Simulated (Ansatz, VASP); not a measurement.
One calculation of TiAl3, two programs

Contents of INCAR:

```
SYSTEM = TiAl3
  ALGO = Fast
  EDIFF = 1E-7
  ENCUT = 520
  GGA = PE
  ISIF = 2
  ISMEAR = 0
  LASPH = .TRUE.
  LCHARG = .FALSE.
  LREAL = .FALSE.
  LWAVE = .FALSE.
  NBANDS = 18
  NELM = 100
  PREC = Accurate
  SIGMA = 0.15
```

Contents of KPOINTS:

```
k-points
0
G
  18 18 18
  0 0 0
```

Contents of POSCAR:

```
TiAl3
1.0
   -1.9226734293      1.9226734293      4.3114047961
    1.9226734293     -1.9226734293      4.3114047961
    1.9226734293      1.9226734293     -4.3114047961
Ti Al
1 3
Direct
   -0.0119642087     -0.0119642087     -0.0239284173
    0.4881257403      0.4881257403     -0.0237485193
    0.7665497711      0.2665497711      0.5330995422
    0.2665497711      0.7665497711      0.5330995422
```

Input for Ansatz:

```yaml
crystal:
  lattice:
    - [-1.9226734293, 1.9226734293, 4.3114047961]
    - [1.9226734293, -1.9226734293, 4.3114047961]
    - [1.9226734293, 1.9226734293, -4.3114047961]
  atoms:
    - { symbol: Ti, position: [-0.0119642087, -0.0119642087, -0.0239284173] }
    - { symbol: Al, position: [0.4881257403, 0.4881257403, -0.0237485193] }
    - { symbol: Al, position: [0.7665497711, 0.2665497711, 0.5330995422] }
    - { symbol: Al, position: [0.2665497711, 0.7665497711, 0.5330995422] }
basis:
  ecutwfc: 420
kpoints:
  mp_grid: { grid: [18, 18, 18] }
hamiltonian:
  xc: pbe
scf:
  occupations: { method: gaussian, width: 0.15 }
output:
  forces: true
  stress: true
  eigenvalues: true
```

Change from the starting cell: mode 5 (219.8 1/cm) frozen in, largest displacement +0.090 Å.

Alike in both runs: task single point; functional PBE; k mesh 18 × 18 × 18; occupations gaussian, width 0.15 eV; no spin polarisation.

|  | VASP | Ansatz |
| --- | --- | --- |
| version | VASP 6.6.1 | Ansatz 0.2.0 |
| potentials or method | VASP PAW PBE potentials, release 64 (Ti_sv, Al), cutoff 520 eV | scalar-relativistic, plane waves, PAW |
| valence electrons in the cell | 21 | 21 |

```csv
,VASP,Ansatz,Ansatz less VASP
gap on the k mesh at the Fermi level (eV),none,none,-
pressure (GPa),0.4,0.5,+0.07
"traceless stress, the component that is largest in VASP (GPa)",0.41,0.40,-0.005
rms of the force components (eV/Å),0.249,0.249,-0.0002
```

Atom by atom the forces differ by 0.000 eV/Å (rms over components). A gap of «none» marks a metal or a gap that the smearing closes.
